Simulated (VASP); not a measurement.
# I (Im-3m) in VASP: single point with r2SCAN

Aim: the single point of I with r2SCAN.

Program: VASP 6.6.1. These are calculated values, not measurements. Logs are shortened: lines on timing, memory, paths and dates and some standing lists are left out, and cuts for length are marked.

### 1 The cell of the first run

The structure is cubic, space group Im-3m (No. 229). The conventional cell has a = 4.641 Å, b = 4.641 Å, c = 4.641 Å, α = 90.00°, β = 90.00°, γ = 90.00°. I (site symmetry m-3m) has 14 I at 4.02 to 4.64 Å within 5.3 Å.

### 2 Single point, r2SCAN

File POSCAR:

```
I
1.0
   -2.3207320000      2.3207320000      2.3207320000
    2.3207320000     -2.3207320000      2.3207320000
    2.3207320000      2.3207320000     -2.3207320000
I
1
Direct
    0.0000000000      0.0000000000      0.0000000000
```

File INCAR.step1:

```
PREC = Accurate
ENCUT = 520
ISMEAR = -1
SIGMA = 0.1
LREAL = False
LASPH = True
NELM = 60
NBANDS = 10
GGA = PE
ALGO = Normal
EDIFF = 1E-4
LWAVE = True
LCHARG = False
```

File INCAR.step2:

```
PREC = Accurate
ENCUT = 520
EDIFF = 1E-6
ISMEAR = -1
SIGMA = 0.1
LREAL = False
LASPH = True
NELM = 60
ALGO = Normal
ISIF = 2
LWAVE = False
LCHARG = True
METAGGA = R2SCAN
LMIXTAU = True
LELF = True
LVHAR = True
NBANDS = 10
ISTART = 1
```

File KPOINTS:

```
Automatic mesh
0
Gamma
  10 10 10
```

Potentials or basis: VASP PAW PBE potentials, release 64 (I).

Run with:

```sh
cat potpaw_PBE.64/I/POTCAR > POTCAR
cp INCAR.step1 INCAR
mpirun -np 1 vasp_std > vasp.out
cp INCAR.step2 INCAR
mpirun -np 1 vasp_std > vasp.out
```

OUTCAR:

```text
PREC = Accurate
   ENCUT = 520
   EDIFF = 1E-6
   ISMEAR = -1
   LREAL = False
   LASPH = True
   NELM = 60
   ISIF = 2
   METAGGA = R2SCAN
   ISTART = 1

 ion  position               nearest neighbor table
   1  0.000  0.000  0.000-

  LATTYP: Found a body centered cubic cell.
 ALAT       =     4.6414640000

  Lattice vectors:

 A1 = (  -2.3207320000,   2.3207320000,   2.3207320000)
 A2 = (   2.3207320000,  -2.3207320000,   2.3207320000)
 A3 = (   2.3207320000,   2.3207320000,  -2.3207320000)

Analysis of symmetry for initial positions (statically):
=====================================================================
 Subroutine PRICEL returns:
 Original cell was already a primitive cell.

 Routine SETGRP: Setting up the symmetry group for a
 body centered cubic supercell.

 Subroutine GETGRP returns: Found 48 space group operations
 (whereof 48 operations were pure point group operations)
 out of a pool of 48 trial point group operations.

The static configuration has the point symmetry O_h .

Analysis of symmetry for dynamics (positions and initial velocities):
=====================================================================
 Subroutine PRICEL returns:
 Original cell was already a primitive cell.

 Routine SETGRP: Setting up the symmetry group for a
 body centered cubic supercell.

 Subroutine GETGRP returns: Found 48 space group operations
 (whereof 48 operations were pure point group operations)
 out of a pool of 48 trial point group operations.

The dynamic configuration has the point symmetry O_h .

 Subroutine INISYM returns: Found 48 space group operations
 (whereof 48 operations are pure point group operations),
 and found     1 'primitive' translations

----------------------------------------------------------------------------------------

                                     Primitive cell

  volume of cell :      49.9960

  direct lattice vectors                    reciprocal lattice vectors
    -2.320732000  2.320732000  2.320732000     0.000000000  0.215449263  0.215449263
     2.320732000 -2.320732000  2.320732000     0.215449263  0.000000000  0.215449263
     2.320732000  2.320732000 -2.320732000     0.215449263  0.215449263  0.000000000

  length of vectors
     4.019625735  4.019625735  4.019625735     0.304691270  0.304691270  0.304691270

  position of ions in fractional coordinates (direct lattice)
     0.000000000  0.000000000  0.000000000

  ion indices of the primitive-cell ions
   primitive index   ion index
                 1           1

----------------------------------------------------------------------------------------

 KPOINTS: Automatic mesh

Automatic generation of k-mesh.
 Grid dimensions read from file:
 generate k-points for:   10   10   10

 Generating k-lattice:

  Cartesian coordinates                     Fractional coordinates (reciprocal lattice)
     0.000000000  0.021544926  0.021544926     0.100000000  0.000000000  0.000000000
     0.021544926  0.000000000  0.021544926     0.000000000  0.100000000  0.000000000
     0.021544926  0.021544926  0.000000000     0.000000000  0.000000000  0.100000000

  Length of vectors
     0.030469127  0.030469127  0.030469127

  Shift w.r.t. Gamma in fractional coordinates (k-lattice)
     0.000000000  0.000000000  0.000000000

 Subroutine IBZKPT returns following result:
 ===========================================

 Found     47 irreducible k-points:

 Following reciprocal coordinates:
            Coordinates               Weight
  0.000000  0.000000  0.000000      1.000000
  0.100000  0.000000  0.000000     12.000000
  0.200000  0.000000  0.000000     12.000000
  0.300000  0.000000  0.000000     12.000000
  0.400000  0.000000  0.000000     12.000000
  0.500000  0.000000  0.000000      6.000000
[... 16 lines left out ...]
  0.300000  0.300000  0.100000      8.000000
 -0.300000  0.300000  0.100000     24.000000
 [... further k-points ...]
   k-points           NKPTS =     47   k-points in BZ     NKDIM =     47   number of bands    NBANDS=     10
   number of dos      NEDOS =    301   number of ions     NIONS =      1
   total plane-waves  NPLWV =  27000
   dimension x,y,z NGX =    30 NGY =   30 NGZ =   30
   dimension x,y,z NGXF=    60 NGYF=   60 NGZF=   60
   ions per type =               1
   NGX,Y,Z   is equivalent  to a cutoff of  12.41, 12.41, 12.41 a.u.
   NGXF,Y,Z  is equivalent  to a cutoff of  24.82, 24.82, 24.82 a.u.
 SYSTEM =  unknown system
   PREC   = accura    normal or accurate (medium, high low for compatibility)
   ISTART =      1    job   : 0-new  1-cont  2-samecut
   ICHARG =      0    charge: 1-file 2-atom 10-const
   ISPIN  =      1    spin polarized calculation?
   LNONCOLLINEAR =      F non collinear calculations
   LSORBIT =      F    spin-orbit coupling
   LASPH  =      T    aspherical Exc in radial PAW
   ENCUT  =  520.0 eV  38.22 Ry    6.18 a.u.   7.47  7.47  7.47*2*pi/ulx,y,z
   NELM   =     60;   NELMIN=  2; NELMDL=  0     # of ELM steps
   EDIFF  = 0.1E-05   stopping-criterion for ELM
   LREAL  =      F    real-space projection
   EDIFFG = 0.1E-04   stopping-criterion for IOM
   NSW    =      0    number of steps for IOM
   IBRION =     -1    ionic relax: 0-MD 1-quasi-New 2-CG
   NFREE  =      0    steps in history (QN), initial steepest desc. (CG)
   ISIF   =      2    stress and relaxation
   ISYM   =      2    0-nonsym 1-usesym 2-fastsym
   POTIM  = 0.5000    time-step for ionic-motion
   TEBEG  =    0.0;   TEEND  =   0.0 temperature during run
   PSTRESS=    0.0 pullay stress
   NELECT =       7.0000    total number of electrons
   NUPDOWN=      -1.0000    fix difference up-down
   EMIN   =  10.00;   EMAX   =-10.00  energy-range for DOS
   EFERMI =   0.00;   METHOD = LEGACY
   ISMEAR =    -1;   SIGMA  =   0.10  broadening in eV -4-tet -1-fermi 0-gaus
   EFERMI_NEDOS =   21; number of points for ismear=-14 and -15
   IALGO  =     38    algorithm
   IMIX   =      4    mixing-type and parameters
     AMIX     =   0.40;   BMIX     =  1.00
     AMIX_MAG =   1.60;   BMIX_MAG =  1.00
  volume/ion in A,a.u.               =      50.00       337.39
  Fermi-wavevector in a.u.,A,eV,Ry     =   0.850085  1.606428  9.832183  0.722645
  Thomas-Fermi vector in A             =   1.966007
   LORBIT       =      0    0 simple, 1 ext, 2 COOP (PROOUT), +10 PAW based schemes
   METAGGA = R2SCAN    functional components
   LHFCALC =     F    Hartree Fock is set to
   AEXX    =    0.0000 exact exchange contribution
   IVDW    =     0    specifies the selected vdW correction
   LEPSILON=     F    determine dielectric tensor
   LRPA    =     F    only Hartree local field effects (RPA)
 non-spin polarized calculation
  energy-cutoff  :      520.00
  volume of cell :       50.00
 maximum number of plane-waves:      1409
 NGX is ok and might be reduce to    30
   NGX = 15   NGY = 15   NGZ = 15

 number of electron       7.0000002 magnetization

 Free energy of the ion-electron system (eV)
  ---------------------------------------------------
  ext. energy  EPLUGINS =         0.00000000
  ---------------------------------------------------
  free energy    TOTEN  =       -23.88692685 eV

  energy without entropy =      -23.79302566  energy(sigma->0) =      -23.83997626

 E-fermi :   0.5144     XC(G=0):  -7.8676

 val. band max:        0.4785048954   @ k =  -0.2000   0.3000   0.1000
 cond. band min:       0.5157074416   @ k =   0.2000   0.1000   0.1000
 fundamental gap:      0.0372025462
 Fermi energy:         0.5143678478

 k-point     1 :       0.0000    0.0000    0.0000
  band No.  band energies     occupation
      1     -11.7066      2.00000
      2       0.9158      0.03546
      3       0.9158      0.03546
      4       0.9158      0.03546
      5       7.0453      0.00000
      6      10.9038      0.00000
      7      10.9038      0.00000
      8      10.9038      0.00000
      9      12.7059      0.00000
     10      12.7059      0.00000

 k-point     2 :       0.1000    0.0000    0.0000
  band No.  band energies     occupation
      1     -11.6528      2.00000
      2       0.5251      0.94616
      3       0.8147      0.09458
      4       0.9049      0.03947
      5       7.4708      0.00000
      6      10.5602      0.00000
      7      10.6792      0.00000
      8      11.2604      0.00000
      9      12.1608      0.00000
     10      12.5115      0.00000

 k-point     3 :       0.2000    0.0000    0.0000
  band No.  band energies     occupation
      1     -11.5059      2.00000
      2      -0.3339      1.99959
      3       0.5677      0.73927
      4       0.8756      0.05256
      5       8.1149      0.00000
      6       9.9287      0.00000
      7      10.3250      0.00000
      8      12.2682      0.00000
      9      12.3356      0.00000
     10      12.3630      0.00000

 k-point     4 :       0.3000    0.0000    0.0000
  band No.  band energies     occupation
      1     -11.3110      2.00000
      2      -1.2174      2.00000
      3       0.2918      1.80500
      4       0.8380      0.07567
      5       7.9248      0.00000
      6       9.3807      0.00000
      7      11.0546      0.00000
      8      12.5421      0.00000
      9      13.0943      0.00000
     10      13.7914      0.00000
[... 222 lines left out ...]
 k-point    22 :      -0.2000    0.2000    0.1000
  band No.  band energies     occupation
      1     -11.4570      2.00000
      2      -0.3555      1.99967
      3       0.4578      1.27536
      4       0.6246      0.49875
      5       8.5232      0.00000
      6       9.9849      0.00000
      7      10.2582      0.00000
      8      11.2057      0.00000
      9      12.0388      0.00000
     10      13.7337      0.00000

 k-point    23 :       0.3000    0.3000    0.1000
  band No.  band energies     occupation
      1     -11.0042      2.00000
      2      -1.2160      2.00000
      3      -1.2160      2.00000
      4       0.0495      1.98103
      5       9.1360      0.00000
      6      10.8589      0.00000
      7      10.8589      0.00000
      8      14.0816      0.00000
      9      14.0816      0.00000
     10      15.5988      0.00000

 k-point    24 :      -0.3000    0.3000    0.1000
  band No.  band energies     occupation
      1     -11.2672      2.00000
      2      -1.1780      2.00000
      3       0.1762      1.93425
      4       0.5967      0.61009
      5       8.2866      0.00000
      6       9.7443      0.00000
      7      10.1387      0.00000
      8      12.1572      0.00000
      9      13.5647      0.00000
     10      14.1770      0.00000

 [... further k-points ...]
[... 5 lines left out ...]
  --------------------------------------------------------------------------------------
  -------------------------------------------------------------------------------------
  Total       -0.9853782     -0.9853782     -0.9853782     -0.0000000     -0.0000000     -0.0000000
  in kB      -31.5775609    -31.5775609    -31.5775609     -0.0000000     -0.0000000     -0.0000000
  external PRESSURE =     -31.5775609 kB  Pullay stress =       0.0000000 kB

 VOLUME and BASIS-vectors are now :
 -----------------------------------------------------------------------------
  energy-cutoff  :      520.00
  volume of cell :       50.00
      direct lattice vectors                 reciprocal lattice vectors
    -2.320732000  2.320732000  2.320732000     0.000000000  0.215449263  0.215449263
     2.320732000 -2.320732000  2.320732000     0.215449263  0.000000000  0.215449263
     2.320732000  2.320732000 -2.320732000     0.215449263  0.215449263  0.000000000

 POSITION                                       TOTAL-FORCE (eV/Angst)
 -----------------------------------------------------------------------------------
      0.00000      0.00000      0.00000         0.000000     -0.000000      0.000000
 -----------------------------------------------------------------------------------
    total drift:                                0.000000     -0.000000      0.000000

  FREE ENERGIE OF THE ION-ELECTRON SYSTEM (eV)
  ---------------------------------------------------
  free  energy   TOTEN  =       -23.8869268501 eV

  energy  without entropy=      -23.7930256625  energy(sigma->0) =      -23.83997626
```

Wall time 41 s (1 thread of Intel Xeon 6975P-C (Granite Rapids), shared host); peak memory 0.17 GiB.

What came out:

```yaml
Free_energy: -23.8869 eV
Pressure: -3.2 GPa
Band_gap_on_the_k_mesh: zero (an odd number of electrons rules out a gap without spin polarisation)
```

Caveat: the cell stands under tension; the PAW data sets were made with another functional, which shifts forces and pressure a little; spin-orbit coupling is left out, which moves the levels of the heavy elements; an odd number of electrons without spin polarisation forces a metal; a magnetic or distorted state may lie lower.
